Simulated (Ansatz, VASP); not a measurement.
# One calculation of C, two programs

```xyz
3
Lattice="2.0672 1.1935 1.2941 -2.0672 1.1935 1.2941 0.0000 -2.3870 1.2941" Properties=species:S:1:pos:R:3 pbc="T T T"
C     0.8891    0.0000    1.9412
C    -0.4445    0.7700    1.9412
C    -0.4445   -0.7700    1.9412
```

Alike in both runs: functional PBE; k mesh 18 × 18 × 18; occupations gaussian, width 0.1 eV; no spin polarisation.

Ansatz relaxed the structure, and its values are those at the end. VASP's run is a single point on that final structure, the one shown.

|  | VASP | Ansatz |
| --- | --- | --- |
| version | VASP 6.6.1 | Ansatz 0.2.0 |
| potentials or method | VASP PAW PBE potentials, release 64 (C), cutoff 520 eV | scalar-relativistic, plane waves, PAW |
| valence electrons in the cell | 12 | 12 |

```tsv
	VASP	Ansatz	Ansatz less VASP
gap on the k mesh at the Fermi level (eV)	none	none	-
pressure (GPa)	0.6	0.0	-0.57
rms of the force components (eV/Å)	0.028	0.000	-0.0282
```

A gap of «none» marks a metal or a gap that the smearing closes.
